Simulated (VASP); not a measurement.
# AlN (P2_1/m) in VASP: single point with PBEsol

Aim: the single point of AlN with PBEsol.

Everything below comes from runs of VASP 6.6.1. Logs are shortened: lines on timing, memory, paths and dates and some standing lists are left out, and cuts for length are marked.

## (1) The cell of the first run

Symmetry: P2_1/m, No. 11, monoclinic system. The conventional cell has a = 3.285 Å, b = 4.188 Å, c = 3.312 Å, α = 90.00°, β = 119.19°, γ = 90.00°. Al (site symmetry m) has 5 N at 1.90 to 2.09 Å within 2.5 Å. N (site symmetry m) has 5 Al at 1.90 to 2.09 Å within 2.5 Å.

## (2) Single point, PBEsol (strain +0.0187 x Voigt [0, 0, 0, 0, 0, 1])

INCAR

```
PREC     = Accurate       # precision mode
ENCUT    = 520            # plane-wave cutoff, eV
EDIFF    = 1E-6           # SCF threshold, eV
ISMEAR   = 0              # smearing method
SIGMA    = 0.05           # smearing width, eV
LREAL    = F              # projectors in reciprocal space
LASPH    = T              # aspherical terms in the spheres
NELM     = 80             # most SCF steps
ALGO     = Normal         # electronic algorithm
ISIF     = 2              # what is computed and relaxed
LWAVE    = F              # write WAVECAR
LCHARG   = F              # write CHGCAR
GGA      = PS             # functional
NBANDS   = 16             # bands
```

KPOINTS

```
regular mesh
0
Gamma
  12 12 6
```

POSCAR

```
AlN
1.0
    3.3121157418      0.0309682822      0.0000000000
   -1.6292385518      2.8528922316      0.0000000000
    0.0000000000      0.0000000000      4.1875630000
Al N
2 2
Direct
    0.3333333333      0.6666666667      0.7500000000
    0.6666666667      0.3333333333      0.2500000000
    0.3333333333      0.6666666667      0.2500000000
    0.6666666667      0.3333333333      0.7500000000
```

Potentials or basis: VASP PAW PBE potentials, release 64 (Al, N).

Run with:

```console
> cat potpaw_PBE.64/Al/POTCAR potpaw_PBE.64/N/POTCAR > POTCAR
> mpirun -np 1 vasp_std > vasp.out
```

OUTCAR:

```text
PREC = Accurate
   ENCUT = 520
   EDIFF = 1E-6
   ISMEAR = 0
   LREAL = F
   LASPH = T
   NELM = 80
   ISIF = 2
   GGA = PS

 ion  position               nearest neighbor table
   1  0.333  0.667  0.750-   4 1.90   4 1.91   4 1.93   3 2.09   3 2.09   2 2.83   2 2.83   2 2.84
                             2 2.84   2 2.85   2 2.85
   2  0.667  0.333  0.250-   3 1.90   3 1.91   3 1.93   4 2.09   4 2.09   1 2.83   1 2.83   1 2.84
                             1 2.84   1 2.85   1 2.85
   3  0.333  0.667  0.250-   2 1.90   2 1.91   2 1.93   1 2.09   1 2.09
   4  0.667  0.333  0.750-   1 1.90   1 1.91   1 1.93   2 2.09   2 2.09

  Warning from LATTYP: Monoclinic adjustment (A1->A3, A2->A1, A3->A2)!
  LATTYP: Found a simple monoclinic cell.
 ALAT       =     3.2853329122
 B/A-ratio  =     1.2746236415
 C/A-ratio  =     1.0081963088
 COS(beta)  =    -0.4877721701

  Lattice vectors:

 A1 = (  -1.6292385518,   2.8528922316,   0.0000000000)
 A2 = (   0.0000000000,   0.0000000000,   4.1875630000)
 A3 = (   3.3121157418,   0.0309682822,   0.0000000000)

Analysis of symmetry for initial positions (statically):
=====================================================================
 Subroutine PRICEL returns:
 Original cell was already a primitive cell.

 Routine SETGRP: Setting up the symmetry group for a
 simple monoclinic supercell.

 Subroutine GETGRP returns: Found  4 space group operations
 (whereof  2 operations were pure point group operations)
 out of a pool of  4 trial point group operations.

The static configuration has the point symmetry S_2 .
 The point group associated with its full space group is C_2h.

Analysis of symmetry for dynamics (positions and initial velocities):
=====================================================================
 Subroutine PRICEL returns:
 Original cell was already a primitive cell.

 Routine SETGRP: Setting up the symmetry group for a
 simple monoclinic supercell.

 Subroutine GETGRP returns: Found  4 space group operations
 (whereof  2 operations were pure point group operations)
 out of a pool of  4 trial point group operations.

The dynamic configuration has the point symmetry S_2 .
 The point group associated with its full space group is C_2h.

 Subroutine INISYM returns: Found  4 space group operations
 (whereof  2 operations are pure point group operations),
 and found     1 'primitive' translations

----------------------------------------------------------------------------------------

                                     Primitive cell

  volume of cell :      39.7800

  direct lattice vectors                    reciprocal lattice vectors
     3.312115742  0.030968282  0.000000000     0.300318229  0.171506666  0.000000000
    -1.629238552  2.852892232  0.000000000    -0.003259969  0.348659764  0.000000000
     0.000000000  0.000000000  4.187563000     0.000000000  0.000000000  0.238802377

  length of vectors
     3.312260515  3.285332912  4.187563000     0.345840390  0.348675004  0.238802377

  position of ions in fractional coordinates (direct lattice)
     0.333333333  0.666666667  0.750000000
     0.666666667  0.333333333  0.250000000
     0.333333333  0.666666667  0.250000000
     0.666666667  0.333333333  0.750000000

  ion indices of the primitive-cell ions
   primitive index   ion index
                 1           1
                 2           2
                 3           3
                 4           4

----------------------------------------------------------------------------------------

 KPOINTS: regular mesh

Automatic generation of k-mesh.
 Grid dimensions read from file:
 generate k-points for:   12   12    6

 Generating k-lattice:

  Cartesian coordinates                     Fractional coordinates (reciprocal lattice)
     0.025026519  0.014292222  0.000000000     0.083333333  0.000000000  0.000000000
    -0.000271664  0.029054980  0.000000000     0.000000000  0.083333333  0.000000000
     0.000000000  0.000000000  0.039800396     0.000000000  0.000000000  0.166666667

  Length of vectors
     0.028820032  0.029056250  0.039800396

  Shift w.r.t. Gamma in fractional coordinates (k-lattice)
     0.000000000  0.000000000  0.000000000

 Subroutine IBZKPT returns following result:
 ===========================================

 Found    296 irreducible k-points:

 Following reciprocal coordinates:
            Coordinates               Weight
  0.000000  0.000000  0.000000      1.000000
  0.083333 -0.000000  0.000000      2.000000
  0.166667  0.000000  0.000000      2.000000
  0.250000 -0.000000  0.000000      2.000000
  0.333333  0.000000  0.000000      2.000000
  0.416667 -0.000000  0.000000      2.000000
[... 16 lines left out ...]
  0.250000  0.166667  0.000000      2.000000
  0.333333  0.166667  0.000000      2.000000
 [... further k-points ...]
   k-points           NKPTS =    296   k-points in BZ     NKDIM =    296   number of bands    NBANDS=     16
   number of dos      NEDOS =    301   number of ions     NIONS =      4
   total plane-waves  NPLWV =  21504
   dimension x,y,z NGX =    28 NGY =   24 NGZ =   32
   dimension x,y,z NGXF=    56 NGYF=   48 NGZF=   64
   ions per type =               2   2
   NGX,Y,Z   is equivalent  to a cutoff of  14.05, 12.14, 12.70 a.u.
   NGXF,Y,Z  is equivalent  to a cutoff of  28.11, 24.29, 25.41 a.u.
 SYSTEM =  unknown system
   PREC   = accura    normal or accurate (medium, high low for compatibility)
   ISTART =      0    job   : 0-new  1-cont  2-samecut
   ICHARG =      2    charge: 1-file 2-atom 10-const
   ISPIN  =      1    spin polarized calculation?
   LNONCOLLINEAR =      F non collinear calculations
   LSORBIT =      F    spin-orbit coupling
   LASPH  =      T    aspherical Exc in radial PAW
   ENCUT  =  520.0 eV  38.22 Ry    6.18 a.u.   6.16  6.11  7.79*2*pi/ulx,y,z
   NELM   =     80;   NELMIN=  2; NELMDL= -5     # of ELM steps
   EDIFF  = 0.1E-05   stopping-criterion for ELM
   LREAL  =      F    real-space projection
   EDIFFG = 0.1E-04   stopping-criterion for IOM
   NSW    =      0    number of steps for IOM
   IBRION =     -1    ionic relax: 0-MD 1-quasi-New 2-CG
   NFREE  =      0    steps in history (QN), initial steepest desc. (CG)
   ISIF   =      2    stress and relaxation
   ISYM   =      2    0-nonsym 1-usesym 2-fastsym
   POTIM  = 0.5000    time-step for ionic-motion
   TEBEG  =    0.0;   TEEND  =   0.0 temperature during run
   PSTRESS=    0.0 pullay stress
   NELECT =      16.0000    total number of electrons
   NUPDOWN=      -1.0000    fix difference up-down
   EMIN   =  10.00;   EMAX   =-10.00  energy-range for DOS
   EFERMI =   0.00;   METHOD = LEGACY
   ISMEAR =     0;   SIGMA  =   0.05  broadening in eV -4-tet -1-fermi 0-gaus
   EFERMI_NEDOS =   21; number of points for ismear=-14 and -15
   IALGO  =     38    algorithm
   IMIX   =      4    mixing-type and parameters
     AMIX     =   0.40;   BMIX     =  1.00
     AMIX_MAG =   1.60;   BMIX_MAG =  1.00
  volume/ion in A,a.u.               =       9.95        67.11
  Fermi-wavevector in a.u.,A,eV,Ry     =   1.208444  2.283628 19.869086  1.460337
  Thomas-Fermi vector in A             =   2.344051
   LORBIT       =      0    0 simple, 1 ext, 2 COOP (PROOUT), +10 PAW based schemes
   GGA     = PS    functional components
   LHFCALC =     F    Hartree Fock is set to
   AEXX    =    0.0000 exact exchange contribution
   IVDW    =     0    specifies the selected vdW correction
   LEPSILON=     F    determine dielectric tensor
   LRPA    =     F    only Hartree local field effects (RPA)
 non-spin polarized calculation
 Gauss-broadening in eV      SIGMA  =   0.05
  energy-cutoff  :      520.00
  volume of cell :       39.78
 maximum number of plane-waves:      1088
 NGX is ok and might be reduce to    28
   NGX = 13   NGY = 13   NGZ = 15

 number of electron      15.9999997 magnetization

 Free energy of the ion-electron system (eV)
  ---------------------------------------------------
  ext. energy  EPLUGINS =         0.00000000
  ---------------------------------------------------
  free energy    TOTEN  =       -30.93060614 eV

  energy without entropy =      -30.93060614  energy(sigma->0) =      -30.93060614

 E-fermi :   8.1224     XC(G=0): -11.3534

 val. band max:        7.8601559758   @ k =   0.0000   0.0000   0.0000
 cond. band min:      11.0455609123   @ k =   0.0000   0.0000   0.0000
 fundamental gap:      3.1854049365
 Fermi energy:         8.1224207039

 k-point     1 :       0.0000    0.0000    0.0000
  band No.  band energies     occupation
      1      -8.9061      2.00000
      2      -5.2329      2.00000
      3       0.9378      2.00000
      4       4.5404      2.00000
      5       4.6153      2.00000
      6       6.2039      2.00000
[... 8 lines left out ...]
     15      19.4382      0.00000
     16      19.6484      0.00000

 k-point     2 :       0.0833   -0.0000    0.0000
  band No.  band energies     occupation
      1      -8.8277      2.00000
      2      -5.2302      2.00000
      3       1.0220      2.00000
      4       4.2361      2.00000
      5       4.4995      2.00000
      6       5.9212      2.00000
[... 8 lines left out ...]
     15      19.3410      0.00000
     16      19.4018      0.00000

 k-point     3 :       0.1667    0.0000    0.0000
  band No.  band energies     occupation
      1      -8.5982      2.00000
      2      -5.2366      2.00000
      3       1.2709      2.00000
      4       3.4894      2.00000
      5       4.2343      2.00000
      6       5.2987      2.00000
[... 8 lines left out ...]
     15      18.7212      0.00000
     16      19.8818      0.00000

 k-point     4 :       0.2500   -0.0000    0.0000
  band No.  band energies     occupation
      1      -8.2364      2.00000
      2      -5.2926      2.00000
      3       1.6708      2.00000
      4       2.6324      2.00000
      5       3.9340      2.00000
      6       4.6313      2.00000
[... 8 lines left out ...]
     15      18.0485      0.00000
     16      20.3165      0.00000

 k-point     5 :       0.3333    0.0000    0.0000
  band No.  band energies     occupation
      1      -7.7818      2.00000
      2      -5.4453      2.00000
      3       1.9134      2.00000
      4       2.1891      2.00000
      5       3.6775      2.00000
      6       4.0617      2.00000
[... 8 lines left out ...]
     15      19.1664      0.00000
     16      20.6433      0.00000

 k-point     6 :       0.4167   -0.0000    0.0000
  band No.  band energies     occupation
      1      -7.3217      2.00000
      2      -5.6924      2.00000
      3       1.4609      2.00000
      4       2.7376      2.00000
      5       3.5089      2.00000
      6       3.6763      2.00000
[... 8 lines left out ...]
     15      20.3980      0.00000
     16      20.9005      0.00000
[... 267 lines left out ...]
 k-point    21 :       0.0833    0.1667    0.0000
  band No.  band energies     occupation
      1      -8.3736      2.00000
      2      -5.2600      2.00000
      3       1.5177      2.00000
      4       3.1681      2.00000
      5       3.6141      2.00000
      6       5.1151      2.00000
[... 8 lines left out ...]
     15      18.5607      0.00000
     16      20.1341      0.00000

 k-point    22 :       0.1667    0.1667    0.0000
  band No.  band energies     occupation
      1      -8.0279      2.00000
      2      -5.3379      2.00000
      3       1.9061      2.00000
      4       2.7237      2.00000
      5       2.9389      2.00000
      6       4.8817      2.00000
[... 8 lines left out ...]
     15      18.6499      0.00000
     16      20.2811      0.00000

 k-point    23 :       0.2500    0.1667    0.0000
  band No.  band energies     occupation
      1      -7.5914      2.00000
      2      -5.5038      2.00000
      3       1.9631      2.00000
      4       2.4137      2.00000
      5       2.8548      2.00000
      6       4.4334      2.00000
[... 8 lines left out ...]
     15      19.6583      0.00000
     16      20.4608      0.00000

 k-point    24 :       0.3333    0.1667    0.0000
  band No.  band energies     occupation
      1      -7.1405      2.00000
      2      -5.7560      2.00000
      3       1.4468      2.00000
      4       2.9652      2.00000
      5       2.9762      2.00000
      6       3.9158      2.00000
[... 8 lines left out ...]
     15      20.2602      0.00000
     16      20.6164      0.00000

 [... further k-points ...]
[... 5 lines left out ...]
  --------------------------------------------------------------------------------------
  -------------------------------------------------------------------------------------
  Total       -0.7685182     -0.7824428     -1.0273760     -0.7687125      0.0000000      0.0000000
  in kB      -30.9527857    -31.5136087    -41.3785225    -30.9606103      0.0000000      0.0000000
  external PRESSURE =     -34.6149723 kB  Pullay stress =       0.0000000 kB

 VOLUME and BASIS-vectors are now :
 -----------------------------------------------------------------------------
  energy-cutoff  :      520.00
  volume of cell :       39.78
      direct lattice vectors                 reciprocal lattice vectors
     3.312115742  0.030968282  0.000000000     0.300318229  0.171506666  0.000000000
    -1.629238552  2.852892232  0.000000000    -0.003259969  0.348659764  0.000000000
     0.000000000  0.000000000  4.187563000     0.000000000  0.000000000  0.238802377

 POSITION                                       TOTAL-FORCE (eV/Angst)
 -----------------------------------------------------------------------------------
      0.01788      1.91225      3.14067        -0.201719      0.007823      0.000000
      1.66500      0.97161      1.04689         0.201719     -0.007823     -0.000000
      0.01788      1.91225      1.04689        -0.249154      0.007852      0.000000
      1.66500      0.97161      3.14067         0.249154     -0.007852     -0.000000
 -----------------------------------------------------------------------------------
    total drift:                                0.000000     -0.000000     -0.000000

  FREE ENERGIE OF THE ION-ELECTRON SYSTEM (eV)
  ---------------------------------------------------
  free  energy   TOTEN  =       -30.9306061352 eV

  energy  without entropy=      -30.9306061352  energy(sigma->0) =      -30.93060614
```

It took 88 s on 1 thread of Intel Xeon Platinum 8488C (Sapphire Rapids), shared host; peak memory 0.27 GiB.

What came out:

| Property | Result |
| --- | --- |
| Free energy | -30.9306 eV |
| Pressure | -3.5 GPa |
| Largest force | 0.249 eV/Å |
| Band gap on the k mesh | 3.19 eV, direct |

Forces in eV/Å, atoms in the order of the input:
```
Al  -0.202  0.008  0.000
Al   0.202 -0.008  0.000
N   -0.249  0.008  0.000
N    0.249 -0.008  0.000
```

Stress tensor (GPa, compression positive):
```
-3.10 -3.10  0.00
-3.10 -3.15  0.00
 0.00  0.00 -4.14
```

Caveat: the cell differs from its parent crystal (strain +0.0187 x Voigt [0, 0, 0, 0, 0, 1]); the PAW data sets were made with another functional, which shifts forces and pressure a little. A k mesh can miss the band edges.
